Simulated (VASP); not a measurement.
# C3N (P6_3/mmc) in VASP: notebook

The runs below take C3N through single point, relaxation of cell and atoms, with PBE.

Everything below comes from runs of VASP 6.6.1. Logs are shortened: lines on timing, memory, paths and dates and some standing lists are left out, and cuts for length are marked.

## Step 1: The cell of the first run

Symmetry: P6_3/mmc, No. 194, hexagonal system. Conventional cell: a = 4.967 Å, b = 4.967 Å, c = 2.294 Å, α = 90.00°, β = 90.00°, γ = 120.00°. C (site symmetry mm2) has 8 C at 1.78 to 2.35 Å and 4 N at 1.90 to 2.48 Å within 2.5 Å. Within 2.5 Å of N (site symmetry -6m2) lie 12 C at 1.90 to 2.48 Å and 2 N at 2.29 Å.

The cell was built from a structure type or drawn by symmetry, and may not be a known phase.

## Step 2: Single point, PBE, collinear spin, ferromagnetic start

INCAR

```
SYSTEM = C3N
PREC = Accurate
ENCUT = 520
EDIFF = 1E-6
ISMEAR = 0
SIGMA = 0.1
LREAL = .False.
LASPH = .True.
NELM = 150
ALGO = Normal
ISIF = 2
LWAVE = .False.
LCHARG = .False.
ISPIN = 2
MAGMOM = 1 1 1 1 1 1 1 1
LORBIT = 11
GGA = PE
NBANDS = 31
```

KPOINTS

```
Automatic mesh
0
Gamma
  6 6 8
  0 0 0
```

POSCAR

```
C3N
1.0
    4.9671908084      0.0000000000      0.0000000000
   -2.4835954042      4.3017134255      0.0000000000
    0.0000000000      0.0000000000      2.2944271449
C N
6 2
Direct
    0.1579095097      0.3158190193      0.2500000000
    0.1579095097      0.8420904903      0.2500000000
    0.6841809807      0.8420904903      0.2500000000
    0.8420904903      0.6841809807      0.7500000000
    0.8420904903      0.1579095097      0.7500000000
    0.3158190193      0.1579095097      0.7500000000
    0.3333333333      0.6666666667      0.7500000000
    0.6666666667      0.3333333333      0.2500000000
```

Potentials or basis: VASP PAW PBE potentials, release 64 (C, N).

Run with:

```
> cat potpaw_PBE.64/C/POTCAR potpaw_PBE.64/N/POTCAR > POTCAR
> mpirun -np 1 vasp_std > vasp.out
```

OUTCAR:

```text
SYSTEM = C3N
   PREC = Accurate
   ENCUT = 520
   EDIFF = 1E-6
   ISMEAR = 0
   LREAL = .False.
   LASPH = .True.
   NELM = 150
   ISIF = 2
   ISPIN = 2
   LORBIT = 11
   GGA = PE

 ion  position               nearest neighbor table
   1  0.158  0.316  0.250-   6 1.78   6 1.78   5 1.78   5 1.78   7 1.90   7 1.90
   2  0.158  0.842  0.250-   6 1.78   6 1.78   4 1.78   4 1.78   7 1.90   7 1.90
   3  0.684  0.842  0.250-   4 1.78   4 1.78   5 1.78   5 1.78   7 1.90   7 1.90
   4  0.842  0.684  0.750-   3 1.78   3 1.78   2 1.78   2 1.78   8 1.90   8 1.90
   5  0.842  0.158  0.750-   3 1.78   3 1.78   1 1.78   1 1.78   8 1.90   8 1.90
   6  0.316  0.158  0.750-   1 1.78   1 1.78   2 1.78   2 1.78   8 1.90   8 1.90
   7  0.333  0.667  0.750-   2 1.90   2 1.90   1 1.90   1 1.90   3 1.90   3 1.90
   8  0.667  0.333  0.250-   5 1.90   5 1.90   4 1.90   4 1.90   6 1.90   6 1.90

  LATTYP: Found a hexagonal cell.
 ALAT       =     4.9671908084
 C/A-ratio  =     0.4619164500

  Lattice vectors:

 A1 = (   4.9671908084,   0.0000000000,   0.0000000000)
 A2 = (  -2.4835954042,   4.3017134255,   0.0000000000)
 A3 = (   0.0000000000,   0.0000000000,   2.2944271449)

Analysis of symmetry for initial positions (statically):
=====================================================================
 Subroutine PRICEL returns:
 Original cell was already a primitive cell.

 Routine SETGRP: Setting up the symmetry group for a
 hexagonal supercell.

 Subroutine GETGRP returns: Found 24 space group operations
 (whereof 12 operations were pure point group operations)
 out of a pool of 24 trial point group operations.

The static configuration has the point symmetry D_3d.
 The point group associated with its full space group is D_6h.

Analysis of symmetry for dynamics (positions and initial velocities):
=====================================================================
 Subroutine PRICEL returns:
 Original cell was already a primitive cell.

 Routine SETGRP: Setting up the symmetry group for a
 hexagonal supercell.

 Subroutine GETGRP returns: Found 24 space group operations
 (whereof 12 operations were pure point group operations)
 out of a pool of 24 trial point group operations.

The dynamic configuration has the point symmetry D_3d.
 The point group associated with its full space group is D_6h.

Analysis of structural, dynamic, and magnetic symmetry:
=====================================================================
 Subroutine PRICEL returns:
 Original cell was already a primitive cell.

 Routine SETGRP: Setting up the symmetry group for a
 hexagonal supercell.
[... 165 lines left out ...]
  free energy    TOTEN  =       -46.14914825 eV

  energy without entropy =      -46.13489426  energy(sigma->0) =      -46.14202126

 E-fermi :   9.0942     XC(G=0): -13.3685

 val. band max:        9.0333499672   @ k =   0.1667  -0.0000   0.3750
 cond. band min:       9.1061674774   @ k =   0.3333   0.3333   0.3750
 fundamental gap:      0.0728175102
 Fermi energy:         9.0941700436

 spin component 1

 k-point     1 :       0.0000    0.0000    0.0000
  band No.  band energies     occupation
      1     -12.4648      1.00000
      2      -8.0325      1.00000
      3      -6.5338      1.00000
      4      -6.5338      1.00000
      5      -6.4101      1.00000
      6      -3.7986      1.00000
[... 757 lines left out ...]
     28      17.1974      0.00000
     29      18.2969      0.00000

 [... further k-points ...]

 spin component 2

 k-point     1 :       0.0000    0.0000    0.0000
  band No.  band energies     occupation
      1     -12.4648      1.00000
      2      -8.0326      1.00000
      3      -6.5337      1.00000
      4      -6.5337      1.00000
      5      -6.4101      1.00000
      6      -3.7986      1.00000
[... 757 lines left out ...]
     28      17.1974      0.00000
     29      18.2969      0.00000

 [... further k-points ...]

 [bands above 29 left out]

------------------------ aborting loop because EDIFF is reached ----------------------------------------

  FORCE on cell =-STRESS in cart. coord.  units (eV):
  Direction    XX          YY          ZZ          XY          YZ          ZX
  --------------------------------------------------------------------------------------
  -------------------------------------------------------------------------------------
  Total       -0.3566648     -0.3566648      1.0466763      0.0000000      0.0000000      0.0000000
  in kB      -11.6558592    -11.6558592     34.2055337      0.0000000      0.0000000      0.0000000
  external PRESSURE =       3.6312717 kB  Pullay stress =       0.0000000 kB

 VOLUME and BASIS-vectors are now :
 -----------------------------------------------------------------------------
  energy-cutoff  :      520.00
  volume of cell :       49.03
      direct lattice vectors                 reciprocal lattice vectors
     4.967190808  0.000000000  0.000000000     0.201321036  0.116232754  0.000000000
    -2.483595404  4.301713426  0.000000000     0.000000000  0.232465509  0.000000000
     0.000000000  0.000000000  2.294427145     0.000000000  0.000000000  0.435838637

 POSITION                                       TOTAL-FORCE (eV/Angst)
 -----------------------------------------------------------------------------------
      0.00000      1.35856      0.57361         0.000000     -0.241989      0.000000
     -1.30705      3.62243      0.57361        -0.209568      0.120994     -0.000000
      1.30705      3.62243      0.57361         0.209568      0.120994      0.000000
      2.48360      2.94315      1.72082         0.000000      0.241989     -0.000000
      3.79064      0.67928      1.72082         0.209568     -0.120994      0.000000
      1.17655      0.67928      1.72082        -0.209568     -0.120994      0.000000
     -0.00000      2.86781      1.72082         0.000000      0.000000      0.000000
      2.48360      1.43390      0.57361         0.000000      0.000000      0.000000
 -----------------------------------------------------------------------------------
    total drift:                                0.000000     -0.000000      0.000000

  FREE ENERGIE OF THE ION-ELECTRON SYSTEM (eV)
  ---------------------------------------------------
  free  energy   TOTEN  =       -46.1491482539 eV

  energy  without entropy=      -46.1348942625  energy(sigma->0) =      -46.14202126

 total charge

# of ion       s       p       d       tot
------------------------------------------
    1        0.913   1.304   0.000   2.216
    2        0.913   1.304   0.000   2.216
    3        0.913   1.304   0.000   2.216
    4        0.913   1.304   0.000   2.216
    5        0.913   1.304   0.000   2.216
    6        0.913   1.304   0.000   2.216
    7        1.334   2.173   0.000   3.507
    8        1.334   2.173   0.000   3.507
--------------------------------------------------
tot          8.144  12.167   0.000  20.311

 magnetization (x)

# of ion       s       p       d       tot
------------------------------------------
    1        0.000   0.000   0.000   0.000
    2        0.000   0.000   0.000   0.000
    3        0.000   0.000   0.000   0.000
    4        0.000   0.000   0.000   0.000
    5        0.000   0.000   0.000   0.000
    6        0.000   0.000   0.000   0.000
    7       -0.000  -0.000   0.000  -0.000
    8       -0.000  -0.000   0.000  -0.000
--------------------------------------------------
tot          0.000  -0.000   0.000  -0.000
```

OSZICAR:

```text
N       E                     dE             d eps       ncg     rms          rms(c)
DAV:   1     0.925332231928E+02    0.92533E+02   -0.18187E+04  4340   0.108E+03
DAV:   2    -0.376731779790E+02   -0.13021E+03   -0.11988E+03  5573   0.220E+02
DAV:   3    -0.436887977927E+02   -0.60156E+01   -0.58824E+01  5091   0.408E+01
DAV:   4    -0.437468752508E+02   -0.58077E-01   -0.57830E-01  5392   0.405E+00
DAV:   5    -0.437475998314E+02   -0.72458E-03   -0.72298E-03  5294   0.379E-01    0.118E+01
DAV:   6    -0.461140729121E+02   -0.23665E+01   -0.44676E-01  4811   0.365E+00    0.353E+00
DAV:   7    -0.461484624768E+02   -0.34390E-01   -0.20824E-01  4815   0.266E+00    0.190E+00
DAV:   8    -0.461488244647E+02   -0.36199E-03   -0.60380E-02  5117   0.164E+00    0.103E+00
DAV:   9    -0.461478435813E+02    0.98088E-03   -0.20764E-02  5124   0.871E-01    0.273E-01
DAV:  10    -0.461489614469E+02   -0.11179E-02   -0.35995E-03  5096   0.369E-01    0.115E-01
DAV:  11    -0.461491174214E+02   -0.15597E-03   -0.19327E-04  5101   0.967E-02    0.532E-02
DAV:  12    -0.461491422330E+02   -0.24812E-04   -0.38561E-05  5299   0.354E-02    0.228E-02
DAV:  13    -0.461491463328E+02   -0.40997E-05   -0.70057E-06  5252   0.162E-02    0.753E-03
DAV:  14    -0.461491478463E+02   -0.15136E-05   -0.10180E-06  3379   0.769E-03    0.390E-03
DAV:  15    -0.461491482539E+02   -0.40759E-06   -0.22870E-07  3129   0.322E-03
   1 F= -.46149148E+02 E0= -.46142021E+02  d E =-.142540E-01  mag=     0.0000
```

It took 2 min on 1 thread of AMD EPYC 7R13, shared host; peak memory 0.2 GiB.

What came out:

* Free energy: -46.1491 eV
* Pressure: 0.4 GPa
* Largest force: 0.242 eV/Å
* Band gap on the k mesh: zero (filled and empty bands overlap)
* Net moment: 0.00 μB per cell
* Valence electrons inside the program's atomic spheres: C 2.22; N 3.51

Forces in eV/Å, atoms in the order of the input:
```
C    0.000 -0.242  0.000
C   -0.210  0.121  0.000
C    0.210  0.121  0.000
C    0.000  0.242  0.000
C    0.210 -0.121  0.000
C   -0.210 -0.121  0.000
N    0.000  0.000  0.000
N    0.000  0.000  0.000
```

Levels at points of the mesh, in eV from the Fermi level:
Spin up:
| k point | band 13 | band 14 | band 15 | band 16 | band 17 | band 18 | band 19 | band 20 | band 21 | band 22 |
| --- | --- | --- | --- | --- | --- | --- | --- | --- | --- | --- |
| (0.00, 0.00, 0.00) | -1.43 | -0.95 | 0.25 | 1.35 | 1.35 | 2.15 | 2.64 | 4.13 | 4.13 | 4.58 |
| (0.50, 0.00, 0.00) | -1.64 | -1.43 | 0.35 | 1.25 | 1.89 | 2.36 | 3.76 | 4.91 | 5.27 | 5.96 |
| (0.00, 0.00, 0.50) | -6.70 | -6.70 | 0.20 | 0.20 | 0.20 | 0.20 | 1.46 | 1.46 | 3.20 | 3.20 |
| (0.50, 0.00, 0.50) | -2.76 | -2.76 | -2.16 | -2.16 | -1.86 | -1.86 | -1.19 | -1.19 | 1.26 | 1.26 |
Spin down:
| k point | band 13 | band 14 | band 15 | band 16 | band 17 | band 18 | band 19 | band 20 | band 21 | band 22 |
| --- | --- | --- | --- | --- | --- | --- | --- | --- | --- | --- |
| (0.00, 0.00, 0.00) | -1.43 | -0.95 | 0.25 | 1.35 | 1.35 | 2.15 | 2.64 | 4.13 | 4.13 | 4.58 |
| (0.50, 0.00, 0.00) | -1.64 | -1.43 | 0.35 | 1.25 | 1.89 | 2.36 | 3.76 | 4.91 | 5.27 | 5.96 |
| (0.00, 0.00, 0.50) | -6.70 | -6.70 | 0.20 | 0.20 | 0.20 | 0.20 | 1.46 | 1.46 | 3.20 | 3.20 |
| (0.50, 0.00, 0.50) | -2.76 | -2.76 | -2.16 | -2.16 | -1.86 | -1.86 | -1.19 | -1.19 | 1.26 | 1.26 |

## Step 3: Single point, PBE, collinear spin, ferromagnetic start

This run uses another cell than the first one, of 11.17 Å³/atom.

INCAR

```
SYSTEM = C3N
ALGO     = Normal         ! electronic algorithm
EDIFF    = 1E-6           ! SCF threshold, eV
ENCUT    = 520            ! plane-wave cutoff, eV
GGA      = PE             ! functional
ISIF     = 2              ! what is computed and relaxed
ISMEAR   = 0              ! smearing method
ISPIN    = 2              ! spin polarisation
LASPH    = .True.         ! aspherical terms in the spheres
LCHARG   = .True.         ! write CHGCAR
LELF     = .True.         ! ELF
LORBIT   = 11             ! projections on sites
LREAL    = .False.        ! projectors in reciprocal space
LVHAR    = .True.       
LWAVE    = .False.        ! write WAVECAR
MAGMOM   = 1 1 1 1 1 1 1 1 ! initial moments
NBANDS   = 31             ! bands
NELM     = 150            ! most SCF steps
PREC     = Accurate       ! precision mode
SIGMA    = 0.1            ! smearing width, eV
```

KPOINTS

```
k-points
0
Gamma
  6 6 4
  0 0 0
```

POSCAR

```
C3N
1.0
    5.0362809500      0.0000000000      0.0000000000
   -2.5181404800      4.3615472500      0.0000000000
    0.0000000000      0.0000000000      4.0693699800
C N
6 2
Direct
    0.1627914900      0.3255829800      0.2500000000
    0.1627914900      0.8372085100      0.2500000000
    0.6744170200      0.8372085100      0.2500000000
    0.8372085100      0.6744170200      0.7500000000
    0.8372085100      0.1627914900      0.7500000000
    0.3255829800      0.1627914900      0.7500000000
    0.3333333300      0.6666666700      0.7500000000
    0.6666666700      0.3333333300      0.2500000000
```

Potentials or basis: VASP PAW PBE potentials, release 64 (C, N).

Run with:

```
> cat potpaw_PBE.64/C/POTCAR potpaw_PBE.64/N/POTCAR > POTCAR
> mpirun -np 1 vasp_std > vasp.out
```

Wall time 2.8 min (1 thread of AMD EPYC 7R13, shared host); peak memory 0.25 GiB.

The run converged. Its results:

| Quantity | Value |
| --- | --- |
| Free energy | -32.2536 eV |
| Pressure | -30.2 GPa |
| Largest force | 0.318 eV/Å |
| Band gap on the k mesh | zero (filled and empty bands overlap) |
| Net moment | 0.00 μB per cell |
| Valence electrons inside the program's atomic spheres | C 1.93; N 3.26 |

Forces in eV/Å, atoms in the order of the input:
```
C    0.000 -0.318  0.000
C   -0.275  0.159  0.000
C    0.275  0.159  0.000
C    0.000  0.318  0.000
C    0.275 -0.159  0.000
C   -0.275 -0.159  0.000
N    0.000  0.000  0.000
N    0.000  0.000  0.000
```

Stress tensor (GPa, compression positive):
```
-29.89   0.00   0.00
  0.00 -29.89   0.00
  0.00   0.00 -30.91
```

Levels at points of the mesh, in eV from the Fermi level:
Spin up:
| k point | band 14 | band 15 | band 16 | band 17 | band 18 | band 19 | band 20 | band 21 |
| --- | --- | --- | --- | --- | --- | --- | --- | --- |
| (0.00, 0.00, 0.00) | -1.83 | -1.83 | -1.38 | -0.72 | -0.72 | 0.59 | 1.10 | 1.10 |
| (0.50, 0.00, 0.00) | -1.80 | -1.49 | -0.99 | -0.89 | -0.52 | 0.41 | 0.82 | 1.31 |
| (0.00, 0.00, 0.50) | -4.41 | 0.40 | 0.40 | 1.69 | 1.69 | 1.69 | 1.69 | 1.75 |
| (0.50, 0.00, 0.50) | -0.91 | -0.45 | -0.45 | -0.08 | -0.08 | -0.05 | -0.05 | 1.82 |
Spin down:
```csv
k point,band 14,band 15,band 16,band 17,band 18,band 19,band 20,band 21
"(0.00, 0.00, 0.00)",-1.83,-1.83,-1.38,-0.72,-0.72,0.59,1.10,1.10
"(0.50, 0.00, 0.00)",-1.80,-1.49,-0.99,-0.89,-0.52,0.41,0.82,1.31
"(0.00, 0.00, 0.50)",-4.41,0.40,0.40,1.69,1.69,1.69,1.69,1.75
"(0.50, 0.00, 0.50)",-0.91,-0.45,-0.45,-0.08,-0.08,-0.05,-0.05,1.82
```

Caveat: the k points lie up to 0.39 Å⁻¹ apart, too coarse for converged energies and pressures of a metal.

## Step 4: Relaxation of cell and atoms, PBE

INCAR

```
SYSTEM = C3N
ALGO     = Normal         ! electronic algorithm
EDIFF    = 1E-6           ! SCF threshold, eV
EDIFFG   = -0.01          ! ionic threshold
ENCUT    = 600            ! plane-wave cutoff, eV
GGA      = PE             ! functional
IBRION   = 2              ! ionic algorithm
ISIF     = 3              ! what is computed and relaxed
ISMEAR   = 0              ! smearing method
LASPH    = .True.         ! aspherical terms in the spheres
LCHARG   = .False.        ! write CHGCAR
LREAL    = .False.        ! projectors in reciprocal space
LWAVE    = .False.        ! write WAVECAR
NELM     = 60             ! most SCF steps
NSW      = 100            ! ionic steps
PREC     = Accurate       ! precision mode
SIGMA    = 0.1            ! smearing width, eV
```

KPOINTS

```
k-points
0
Gamma
  12 12 16
  0 0 0
```

POSCAR

```
C3N
1.0
    4.9671908084      0.0000000000      0.0000000000
   -2.4835954042      4.3017134255      0.0000000000
    0.0000000000      0.0000000000      2.2944271449
C N
6 2
Direct
    0.1579095097      0.3158190193      0.2500000000
    0.1579095097      0.8420904903      0.2500000000
    0.6841809807      0.8420904903      0.2500000000
    0.8420904903      0.6841809807      0.7500000000
    0.8420904903      0.1579095097      0.7500000000
    0.3158190193      0.1579095097      0.7500000000
    0.3333333333      0.6666666667      0.7500000000
    0.6666666667      0.3333333333      0.2500000000
```

Run with:

```
> cat potpaw_PBE.64/C/POTCAR potpaw_PBE.64/N/POTCAR > POTCAR
> mpirun -np 1 vasp_std > vasp.out
```

It took 11 min on 1 thread of AMD EPYC 7R13, shared host; peak memory 0.27 GiB.

Results (log left out):

```yaml
Free_energy: -46.1621 eV
Relaxed_volume: 6.12 Å³/atom
Relaxed_cell: a = 4.959 Å, b = 4.959 Å, c = 2.300 Å, α = 90.00°, β = 90.00°, γ = 120.00°
Space_group_after_relaxing_to_0.1_Å: P6_3/mmc (No. 194)
Energy_gained_by_relaxing: 0.5 meV/atom
Ionic_steps: 6
Pressure_after_relaxing: 0.1 GPa
Band_gap_on_the_k_mesh: zero (bands 17 and 18 overlap by 4.62 eV)
```

Forces on the atoms (eV/Å):
```
C    0.000 -0.002  0.000
C   -0.002  0.001  0.000
C    0.002  0.001  0.000
C    0.000  0.002  0.000
C    0.002 -0.001  0.000
C   -0.002 -0.001  0.000
N    0.000  0.000  0.000
N    0.000  0.000  0.000
```

The path:
```
step  energy change (eV)  largest force (eV/Å)  pressure (GPa)  volume (Å³)
   1              0.0000                0.0893           -0.47        49.03
   2             -0.0021                0.0335           -0.02        48.90
   3             -0.0029                0.0527           -0.18        48.94
   4             -0.0035                0.0161            0.44        48.88
   5             -0.0035                0.0117            0.50        48.87
   6             -0.0038                0.0021            0.08        48.98
```

Final structure:
```
C N
1.0
     4.95908    0.00000    0.00000
    -2.47954    4.29469    0.00000
     0.00000    0.00000    2.29965
C N
6 2
Direct
  0.15701 0.31403 0.25000
  0.15701 0.84299 0.25000
  0.68597 0.84299 0.25000
  0.84299 0.68597 0.75000
  0.84299 0.15701 0.75000
  0.31403 0.15701 0.75000
  0.33333 0.66667 0.75000
  0.66667 0.33333 0.25000
```

Levels at points of the mesh, in eV from the Fermi level:
```tsv
k point	band 14	band 15	band 16	band 17	band 18	band 19	band 20	band 21
(0.00, 0.00, 0.00)	-1.03	0.29	1.22	1.22	2.15	2.55	4.22	4.22
(0.50, 0.00, 0.00)	-1.45	0.33	1.12	1.87	2.35	3.66	4.87	5.26
(0.00, 0.00, 0.50)	-6.67	0.21	0.21	0.21	0.21	1.47	1.47	3.22
(0.50, 0.00, 0.50)	-2.75	-2.17	-2.17	-1.85	-1.85	-1.15	-1.15	1.29
```

## Step 5: The runs side by side

| task | spin | cell | k mesh | cutoff (eV) | gap on the mesh (eV) | pressure (GPa) | moment (μB) | largest force (eV/Å) |
| --- | --- | --- | --- | --- | --- | --- | --- | --- |
| single point | collinear, ferromagnetic start | a = 4.967, b = 4.967, c = 2.294 Å, angles 90.0, 90.0, 120.0°, 8 atoms, atomic positions A | 6 × 6 × 8 | 520 | none | 0.4 | 0.00 | 0.24 |
| single point | collinear, ferromagnetic start | a = 5.036, b = 5.036, c = 4.069 Å, angles 90.0, 90.0, 120.0°, 8 atoms, atomic positions B | 6 × 6 × 4 | 520 | none | -30.2 | 0.00 | 0.32 |
| relaxation of cell and atoms | off | relaxed from a = 4.967, b = 4.967, c = 2.294 Å, angles 90.0, 90.0, 120.0°, 8 atoms, atomic positions A | 12 × 12 × 16 | 600 | none | 0.1 | - | - |

Alike in all rows: level PBE; potentials or basis VASP PAW PBE potentials, release 64 (C, N); smearing gaussian 0.1 eV.

Caveats: some runs use coarse meshes.

Total energies depend on the potentials used, so only differences within one code and one set of settings carry meaning.
